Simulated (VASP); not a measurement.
# Al3Ni2 (P-3m1) in VASP: further runs

Runs on Al3Ni2. Level: PBEsol. Tasks: relaxation of shape and atoms at fixed volume.

All numbers are computed with VASP 6.6.1; they aren't measurements. Logs are shortened: lines on timing, memory, paths and dates and some standing lists are left out, and cuts for length are marked.

**1. The cell of the first run**

The structure is trigonal, space group P-3m1 (No. 164). Conventional cell: a = 4.043 Å, b = 4.043 Å, c = 4.908 Å, α = 90.00°, β = 90.00°, γ = 120.00°. Within 3.2 Å of Al (site symmetry -3m) lie 6 Ni at 2.44 Å and 6 Al at 2.90 Å. Within 3.2 Å of Al (site symmetry 3m) lie 5 Ni at 2.44 to 2.54 Å and 6 Al at 2.75 to 2.90 Å. Within 3.2 Å of Ni (site symmetry 3m) lie 8 Al at 2.44 to 2.54 Å and 3 Ni at 2.74 Å.

**2. Relaxation of shape and atoms at fixed volume, PBEsol (volume scaled by 1.03)**

INCAR

```
ALGO = Fast
EDIFF = 1E-7
EDIFFG = -0.01
ENCUT = 600
GGA = PS
IBRION = 2
ISIF = 4
ISMEAR = 0
LASPH = True
LCHARG = False
LREAL = False
LWAVE = False
NELM = 60
NSW = 50
PREC = Accurate
SIGMA = 0.1
```

KPOINTS

```
k-points
0
Gamma
  12 12 8
```

POSCAR

```
Al3Ni2
1.0
    4.0427772621      0.0000000000      0.0000000000
   -2.0213886310      3.5011478108      0.0000000000
    0.0000000000      0.0000000000      4.9075812495
Al Ni
3 2
Direct
    0.0000000000      0.0000000000      0.0000000000
    0.3333333333      0.6666666667      0.6477829058
    0.6666666667      0.3333333333      0.3522170942
    0.3333333333      0.6666666667      0.1455709071
    0.6666666667      0.3333333333      0.8544290929
```

Potentials or basis: VASP PAW PBE potentials, release 64 (Al, Ni).

Launch:

```sh
$ cat potpaw_PBE.64/Al/POTCAR potpaw_PBE.64/Ni/POTCAR > POTCAR
$ mpirun -np 1 vasp_std > vasp.out
```

OUTCAR:

```text
EDIFF = 1E-7
   EDIFFG = -0.01
   ENCUT = 600
   GGA = PS
   IBRION = 2
   ISIF = 4
   ISMEAR = 0
   LASPH = True
   LREAL = False
   NELM = 60
   NSW = 50
   PREC = Accurate

 ion  position               nearest neighbor table
   1  0.000  0.000  0.000-   4 2.44   5 2.44   4 2.44   5 2.44   5 2.44   4 2.44   2 2.90   3 2.90
                             2 2.90   3 2.90   2 2.90   3 2.90
   2  0.333  0.667  0.648-   4 2.44   4 2.46   5 2.54   5 2.54   5 2.54   3 2.75   3 2.75   3 2.75
                             1 2.90   1 2.90   1 2.90
   3  0.667  0.333  0.352-   5 2.44   5 2.46   4 2.54   4 2.54   4 2.54   2 2.75   2 2.75   2 2.75
                             1 2.90   1 2.90   1 2.90
   4  0.333  0.667  0.146-   1 2.44   1 2.44   1 2.44   2 2.44   2 2.46   3 2.54   3 2.54   3 2.54
                             5 2.74   5 2.74   5 2.74
   5  0.667  0.333  0.854-   1 2.44   1 2.44   1 2.44   3 2.44   3 2.46   2 2.54   2 2.54   2 2.54
                             4 2.74   4 2.74   4 2.74

  LATTYP: Found a hexagonal cell.
 ALAT       =     4.0427772621
 C/A-ratio  =     1.2139133401

  Lattice vectors:

 A1 = (   4.0427772621,   0.0000000000,   0.0000000000)
 A2 = (  -2.0213886310,   3.5011478108,   0.0000000000)
 A3 = (   0.0000000000,   0.0000000000,   4.9075812495)

Analysis of symmetry for initial positions (statically):
=====================================================================
 Subroutine PRICEL returns:
 Original cell was already a primitive cell.

 Routine SETGRP: Setting up the symmetry group for a
 hexagonal supercell.

 Subroutine GETGRP returns: Found 12 space group operations
 (whereof 12 operations were pure point group operations)
 out of a pool of 24 trial point group operations.

The static configuration has the point symmetry D_3d.

Analysis of symmetry for dynamics (positions and initial velocities):
=====================================================================
 Subroutine PRICEL returns:
 Original cell was already a primitive cell.

 Routine SETGRP: Setting up the symmetry group for a
 hexagonal supercell.

 Subroutine GETGRP returns: Found 12 space group operations
 (whereof 12 operations were pure point group operations)
 out of a pool of 24 trial point group operations.

The dynamic configuration has the point symmetry D_3d.

 Subroutine INISYM returns: Found 12 space group operations
 (whereof 12 operations are pure point group operations),
 and found     1 'primitive' translations

----------------------------------------------------------------------------------------

                                     Primitive cell

  volume of cell :      69.4637

  direct lattice vectors                    reciprocal lattice vectors
     4.042777262  0.000000000  0.000000000     0.247354711  0.142810309  0.000000000
    -2.021388631  3.501147811  0.000000000     0.000000000  0.285620618  0.000000000
     0.000000000  0.000000000  4.907581249     0.000000000  0.000000000  0.203766367

  length of vectors
     4.042777262  4.042777262  4.907581249     0.285620618  0.285620618  0.203766367

  position of ions in fractional coordinates (direct lattice)
     0.000000000  0.000000000  0.000000000
     0.333333333  0.666666667  0.647782906
     0.666666667  0.333333333  0.352217094
     0.333333333  0.666666667  0.145570907
     0.666666667  0.333333333  0.854429093

  ion indices of the primitive-cell ions
   primitive index   ion index
                 1           1
                 2           2
                 3           3
                 4           4
                 5           5

----------------------------------------------------------------------------------------

 KPOINTS: k-points

Automatic generation of k-mesh.
 Grid dimensions read from file:
 generate k-points for:   12   12    8

 Generating k-lattice:

  Cartesian coordinates                     Fractional coordinates (reciprocal lattice)
     0.020612893  0.011900859  0.000000000     0.083333333  0.000000000  0.000000000
     0.000000000  0.023801718  0.000000000     0.000000000  0.083333333  0.000000000
     0.000000000  0.000000000  0.025470796     0.000000000  0.000000000  0.125000000

  Length of vectors
     0.023801718  0.023801718  0.025470796

  Shift w.r.t. Gamma in fractional coordinates (k-lattice)
     0.000000000  0.000000000  0.000000000

 Subroutine IBZKPT returns following result:
 ===========================================

 Found    131 irreducible k-points:

 Following reciprocal coordinates:
            Coordinates               Weight
  0.000000  0.000000  0.000000      1.000000
  0.083333  0.000000  0.000000      6.000000
  0.166667  0.000000  0.000000      6.000000
  0.250000  0.000000  0.000000      6.000000
  0.333333  0.000000  0.000000      6.000000
  0.416667  0.000000  0.000000      6.000000
[... 16 lines left out ...]
  0.166667  0.000000  0.125000      6.000000
  0.000000  0.166667  0.125000      6.000000
 [... further k-points ...]
   k-points           NKPTS =    131   k-points in BZ     NKDIM =    131   number of bands    NBANDS=     18
   number of dos      NEDOS =    301   number of ions     NIONS =      5
   total plane-waves  NPLWV =  40960
   dimension x,y,z NGX =    32 NGY =   32 NGZ =   40
   dimension x,y,z NGXF=    64 NGYF=   64 NGZF=   80
   ions per type =               3   2
   NGX,Y,Z   is equivalent  to a cutoff of  13.16, 13.16, 13.55 a.u.
   NGXF,Y,Z  is equivalent  to a cutoff of  26.32, 26.32, 27.10 a.u.
 SYSTEM =  unknown system
   PREC   = accura    normal or accurate (medium, high low for compatibility)
   ISTART =      0    job   : 0-new  1-cont  2-samecut
   ICHARG =      2    charge: 1-file 2-atom 10-const
   ISPIN  =      1    spin polarized calculation?
   LNONCOLLINEAR =      F non collinear calculations
   LSORBIT =      F    spin-orbit coupling
   LASPH  =      T    aspherical Exc in radial PAW
   ENCUT  =  600.0 eV  44.10 Ry    6.64 a.u.   8.07  8.07  9.80*2*pi/ulx,y,z
   NELM   =     60;   NELMIN=  2; NELMDL= -5     # of ELM steps
   EDIFF  = 0.1E-06   stopping-criterion for ELM
   LREAL  =      F    real-space projection
   EDIFFG = -.1E-01   stopping-criterion for IOM
   NSW    =     50    number of steps for IOM
   IBRION =      2    ionic relax: 0-MD 1-quasi-New 2-CG
   NFREE  =      1    steps in history (QN), initial steepest desc. (CG)
   ISIF   =      4    stress and relaxation
   ISYM   =      2    0-nonsym 1-usesym 2-fastsym
   POTIM  = 0.5000    time-step for ionic-motion
   TEBEG  =    0.0;   TEEND  =   0.0 temperature during run
   PSTRESS=    0.0 pullay stress
   NELECT =      29.0000    total number of electrons
   NUPDOWN=      -1.0000    fix difference up-down
   EMIN   =  10.00;   EMAX   =-10.00  energy-range for DOS
   EFERMI =   0.00;   METHOD = LEGACY
   ISMEAR =     0;   SIGMA  =   0.10  broadening in eV -4-tet -1-fermi 0-gaus
   EFERMI_NEDOS =   21; number of points for ismear=-14 and -15
   IALGO  =     68    algorithm
   IMIX   =      4    mixing-type and parameters
     AMIX     =   0.40;   BMIX     =  1.00
     AMIX_MAG =   1.60;   BMIX_MAG =  1.00
  volume/ion in A,a.u.               =      13.89        93.75
  Fermi-wavevector in a.u.,A,eV,Ry     =   1.223550  2.312173 20.368923  1.497074
  Thomas-Fermi vector in A             =   2.358656
   LORBIT       =      0    0 simple, 1 ext, 2 COOP (PROOUT), +10 PAW based schemes
   GGA     = PS    functional components
   LHFCALC =     F    Hartree Fock is set to
   AEXX    =    0.0000 exact exchange contribution
   IVDW    =     0    specifies the selected vdW correction
   LEPSILON=     F    determine dielectric tensor
   LRPA    =     F    only Hartree local field effects (RPA)
 conjugate gradient relaxation of ions
 non-spin polarized calculation
 RMM-DIIS sequential band-by-band and
 Gauss-broadening in eV      SIGMA  =   0.10
  energy-cutoff  :      600.00
  volume of cell :       69.46
 maximum number of plane-waves:      2336
   NGX = 17   NGY = 17   NGZ = 19

--------------------------------------- Ionic step        1  -------------------------------------------

 number of electron      29.0000007 magnetization

 Free energy of the ion-electron system (eV)
  ---------------------------------------------------
  ext. energy  EPLUGINS =         0.00000000
  ---------------------------------------------------
  free energy    TOTEN  =       -27.64437832 eV

  energy without entropy =      -27.63755233  energy(sigma->0) =      -27.64096533

------------------------ aborting loop because EDIFF is reached ----------------------------------------

  FORCE on cell =-STRESS in cart. coord.  units (eV):
  Direction    XX          YY          ZZ          XY          YZ          ZX
  --------------------------------------------------------------------------------------
  -------------------------------------------------------------------------------------
  Total       -1.6816085     -1.6816085     -1.7522460     -0.0000000      0.0000000      0.0000000
  in kB      -38.7862422    -38.7862422    -40.4154957     -0.0000000      0.0000000      0.0000000
  external PRESSURE =     -39.3293267 kB  Pullay stress =       0.0000000 kB

 VOLUME and BASIS-vectors are now :
 -----------------------------------------------------------------------------
  energy-cutoff  :      600.00
  volume of cell :       69.46
      direct lattice vectors                 reciprocal lattice vectors
     4.042777262  0.000000000  0.000000000     0.247354711  0.142810309  0.000000000
    -2.021388631  3.501147811  0.000000000     0.000000000  0.285620618  0.000000000
     0.000000000  0.000000000  4.907581249     0.000000000  0.000000000  0.203766367
[... 40 lines left out ...]
 POSITION                                       TOTAL-FORCE (eV/Angst)
 -----------------------------------------------------------------------------------
      0.00000     -0.00000      0.00000        -0.000000      0.000000     -0.000000
     -0.00000      2.33463      3.17990        -0.000000     -0.000000      0.014022
      2.02185      1.16731      1.72545         0.000000      0.000000     -0.014022
     -0.00000      2.33463      0.71298         0.000000      0.000000     -0.003799
      2.02185      1.16731      4.19237        -0.000000     -0.000000      0.003799
 -----------------------------------------------------------------------------------
    total drift:                               -0.000000      0.000000     -0.000000

  FREE ENERGIE OF THE ION-ELECTRON SYSTEM (eV)
  ---------------------------------------------------
  free  energy   TOTEN  =       -27.6445668660 eV

  energy  without entropy=      -27.6377842831  energy(sigma->0) =      -27.64117557

--------------------------------------- Ionic step        3  -------------------------------------------

 number of electron      29.0000008 magnetization

 Free energy of the ion-electron system (eV)
  ---------------------------------------------------
  ext. energy  EPLUGINS =         0.00000000
  ---------------------------------------------------
  free energy    TOTEN  =       -27.64457796 eV

  energy without entropy =      -27.63780656  energy(sigma->0) =      -27.64119226

 E-fermi :   8.1605     XC(G=0): -11.2310

 val. band max:        8.1604264980   @ k =   0.1667   0.0833   0.5000
 cond. band min:       8.1631082193   @ k =  -0.0833   0.2500   0.2500
 fundamental gap:      0.0026817213
 Fermi energy:         8.1605377336

 k-point     1 :       0.0000    0.0000    0.0000
  band No.  band energies     occupation
      1      -2.2130      2.00000
      2       3.0563      2.00000
      3       3.4230      2.00000
      4       4.7008      2.00000
      5       4.7008      2.00000
      6       5.2731      2.00000
[... 10 lines left out ...]
     17      11.2513      0.00000
     18      12.3663      0.00000
[... 463 lines left out ...]
 k-point    24 :       0.0000    0.1667    0.1250
  band No.  band energies     occupation
      1      -1.7797      2.00000
      2       2.4883      2.00000
      3       3.9883      2.00000
      4       4.5031      2.00000
      5       4.7976      2.00000
      6       5.1272      2.00000
[... 10 lines left out ...]
     17      12.0324      0.00000
     18      12.3212      0.00000

 [... further k-points ...]
[... 5 lines left out ...]
  --------------------------------------------------------------------------------------
  -------------------------------------------------------------------------------------
  Total       -1.6865673     -1.6865673     -1.6590655     -0.0000000     -0.0000000      0.0000000
  in kB      -38.9006173    -38.9006173    -38.2662908     -0.0000000     -0.0000000      0.0000000
  external PRESSURE =     -38.6891751 kB  Pullay stress =       0.0000000 kB

 VOLUME and BASIS-vectors are now :
 -----------------------------------------------------------------------------
  energy-cutoff  :      600.00
  volume of cell :       69.46
      direct lattice vectors                 reciprocal lattice vectors
     4.043948970 -0.000000000  0.000000000     0.247283041  0.142768930  0.000000000
    -2.021974485  3.502162539 -0.000000000     0.000000000  0.285537861  0.000000000
    -0.000000000  0.000000000  4.904737783    -0.000000000  0.000000000  0.203884498

 POSITION                                       TOTAL-FORCE (eV/Angst)
 -----------------------------------------------------------------------------------
     -0.00000     -0.00000      4.90474         0.000000      0.000000     -0.000000
     -0.00000      2.33478      3.18014        -0.000000     -0.000000      0.004691
      2.02197      1.16739      1.72460         0.000000      0.000000     -0.004691
     -0.00000      2.33478      0.71258        -0.000000     -0.000000      0.002278
      2.02197      1.16739      4.19215         0.000000      0.000000     -0.002278
 -----------------------------------------------------------------------------------
    total drift:                               -0.000000      0.000000     -0.000000

  FREE ENERGIE OF THE ION-ELECTRON SYSTEM (eV)
  ---------------------------------------------------
  free  energy   TOTEN  =       -27.6445779562 eV

  energy  without entropy=      -27.6378065606  energy(sigma->0) =      -27.64119226

 reached required accuracy - stopping structural energy minimisation
```

Wall time 5.3 min (1 thread of AMD EPYC 7R43 (Zen 3), shared host); peak memory 0.29 GiB.

Results:

| Property | Result |
| --- | --- |
| Free energy | -27.6446 eV |
| Energy gained by relaxing | 0.0 meV/atom |
| Ionic steps | 3 |
| Pressure after relaxing | -3.9 GPa |
| Largest force after relaxing | 0.005 eV/Å |

Forces in eV/Å, atoms in the order of the input:
```
Al   0.000  0.000  0.000
Al   0.000  0.000  0.005
Al   0.000  0.000 -0.005
Ni   0.000  0.000  0.002
Ni   0.000  0.000 -0.002
```

Step by step:
```
step  energy change (eV)  largest force (eV/Å)  pressure (GPa)  volume (Å³)
   1              0.0000                0.0477           -3.93        69.46
   2             -0.0002                0.0140           -3.86        69.46
   3             -0.0002                0.0047           -3.87        69.46
```

Final structure:
```yaml
crystal:
  lattice:
    - [4.04395, 0.00000, 0.00000]
    - [-2.02197, 3.50216, 0.00000]
    - [0.00000, 0.00000, 4.90474]
  atoms:
    - { symbol: Al, position: [0.00000, 0.00000, 0.00000] }
    - { symbol: Al, position: [0.33333, 0.66667, 0.64838] }
    - { symbol: Al, position: [0.66667, 0.33333, 0.35162] }
    - { symbol: Ni, position: [0.33333, 0.66667, 0.14528] }
    - { symbol: Ni, position: [0.66667, 0.33333, 0.85472] }
```

Caveat: the cell differs from its parent crystal (volume scaled by 1.03); the PAW data sets were made with another functional, which shifts forces and pressure a little. Spin polarisation is off, so any magnetic state and its effect on volume and gap are missing.

**3. Relaxation of shape and atoms at fixed volume, PBEsol (volume scaled by 1.06)**

INCAR

```
SYSTEM = Al3Ni2
PREC     = Accurate       ! precision mode
ENCUT    = 600            ! plane-wave cutoff, eV
EDIFF    = 1E-6           ! SCF threshold, eV
ISMEAR   = 0              ! smearing method
SIGMA    = 0.1            ! smearing width, eV
LREAL    = .False.        ! projectors in reciprocal space
LASPH    = .True.         ! aspherical terms in the spheres
NELM     = 100            ! most SCF steps
ALGO     = Fast           ! electronic algorithm
ISIF     = 4              ! what is computed and relaxed
LWAVE    = .False.        ! write WAVECAR
LCHARG   = .False.        ! write CHGCAR
GGA      = PS             ! functional
IBRION   = 2              ! ionic algorithm
NSW      = 50             ! ionic steps
EDIFFG   = -0.01          ! ionic threshold
```

KPOINTS

```
Automatic mesh
0
Gamma
  12 12 8
  0 0 0
```

POSCAR

```
Al3Ni2
1.0
    4.0828765857      0.0000000000      0.0000000000
   -2.0414382928      3.5358748437      0.0000000000
    0.0000000000      0.0000000000      4.9518019068
Al Ni
3 2
Direct
    0.0000000000      0.0000000000      0.0000000000
    0.3333333333      0.6666666667      0.6483984055
    0.6666666667      0.3333333333      0.3516015945
    0.3333333333      0.6666666667      0.1451223078
    0.6666666667      0.3333333333      0.8548776922
```

Potentials or basis: VASP PAW PBE potentials, release 64 (Al, Ni).

Launch:

```sh
$ cat potpaw_PBE.64/Al/POTCAR potpaw_PBE.64/Ni/POTCAR > POTCAR
$ mpirun -np 1 vasp_std > vasp.out
```

Run time: 6.3 min. Hardware: 1 thread of AMD EPYC 7R43 (Zen 3), shared host; peak memory 0.33 GiB.

Results (log left out):

| Quantity | Value |
| --- | --- |
| Free energy | -27.5743 eV |
| Energy gained by relaxing | 0.0 meV/atom |
| Ionic steps | 3 |
| Pressure after relaxing | -7.2 GPa |
| Largest force after relaxing | 0.004 eV/Å |

Forces in eV/Å, atoms in the order of the input:
```
Al   0.000  0.000  0.000
Al   0.000  0.000  0.004
Al   0.000  0.000 -0.004
Ni   0.000  0.000  0.002
Ni   0.000  0.000 -0.002
```

Stress tensor (GPa, compression positive):
```
-7.25  0.00  0.00
 0.00 -7.25  0.00
 0.00  0.00 -7.17
```

The path:
```csv
step,energy change (eV),largest force (eV/Å),pressure (GPa),volume (Å³)
1,0.0000,0.0446,-7.41,71.49
2,-0.0002,0.0157,-7.23,71.49
3,-0.0002,0.0041,-7.22,71.49
```

Final structure:
```
Al Ni
1.0
     4.08427    0.00000    0.00000
    -2.04213    3.53708    0.00000
     0.00000    0.00000    4.94843
Al Ni
3 2
Direct
  0.00000 0.00000 0.00000
  0.33333 0.66667 0.64901
  0.66667 0.33333 0.35099
  0.33333 0.66667 0.14482
  0.66667 0.33333 0.85518
```

Levels at points of the mesh, in eV from the Fermi level:
| k point | band 13 | band 14 | band 15 | band 16 | band 17 | band 18 |
| --- | --- | --- | --- | --- | --- | --- |
| (0.00, 0.00, 0.00) | -1.21 | 1.23 | 1.23 | 3.02 | 3.02 | 4.05 |
| (0.50, 0.00, 0.00) | -1.45 | -1.43 | -1.18 | 1.26 | 1.86 | 2.12 |
| (0.00, 0.00, 0.50) | 2.64 | 2.64 | 2.81 | 2.81 | 3.27 | 4.00 |
| (0.50, 0.00, 0.50) | -1.60 | -1.00 | -0.30 | 1.48 | 2.00 | 2.98 |

Caveat: the cell differs from its parent crystal (volume scaled by 1.06); the PAW data sets were made with another functional, which shifts forces and pressure a little.
